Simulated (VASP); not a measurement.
Wanted: the native input for a VASP 6.6.1 run.

```yaml
Task: single point
Functional: PBE
Potentials_or_basis: VASP PAW PBE potentials, release 64 (Mo_sv, W_sv)
Cutoff: 520 eV
k_mesh: 12 × 12 × 4
Occupations: gaussian, width 0.1 eV
Spin: no spin polarisation
Dipole_correction: no
Further_INCAR_settings: ALGO = Fast; EDIFF = 1e-06; NBANDS = 51
```

The structure of Mo5W lies in POSCAR:

```
Mo5W
1.0
    3.1641357461      0.0000000000      0.0000000000
    0.0000000000      3.1641357461      0.0000000000
    0.0000000000      0.0000000000      9.4951634098
Mo W
5 1
Direct
    0.0000000000      0.0000000000      0.6660801254
    0.5000000000      0.5000000000      0.8328746132
    0.5000000000      0.5000000000      0.1671253868
    0.0000000000      0.0000000000      0.3339198746
    0.5000000000      0.5000000000      0.5000000000
    0.0000000000      0.0000000000      0.0000000000
```

The input as run:

INCAR

```
PREC = Accurate
ENCUT = 520
EDIFF = 1E-6
ISMEAR = 0
SIGMA = 0.1
LREAL = False
LASPH = True
NELM = 80
ALGO = Fast
ISIF = 2
LWAVE = False
LCHARG = False
GGA = PE
NBANDS = 51
```

KPOINTS

```
Automatic mesh
0
Gamma
  12 12 4
```

Potentials or basis: VASP PAW PBE potentials, release 64 (Mo_sv, W_sv).

Command:

```console
$ cat potpaw_PBE.64/Mo_sv/POTCAR potpaw_PBE.64/W_sv/POTCAR > POTCAR
$ mpirun -np 1 vasp_std > vasp.out
```

Results of the run:

```
Pressure               : 0.5 GPa
Largest force          : 0.007 eV/Å
Band gap on the k mesh : zero (bands 42 and 43 overlap by 1.98 eV)
```

Caveat: spin-orbit coupling is left out, which moves the levels of the heavy elements.

Run time: 3.7 min on 1 thread of Intel(R) Xeon(R) Platinum 8488C (Sapphire Rapids) (shared host), peak memory 0.42 GiB.
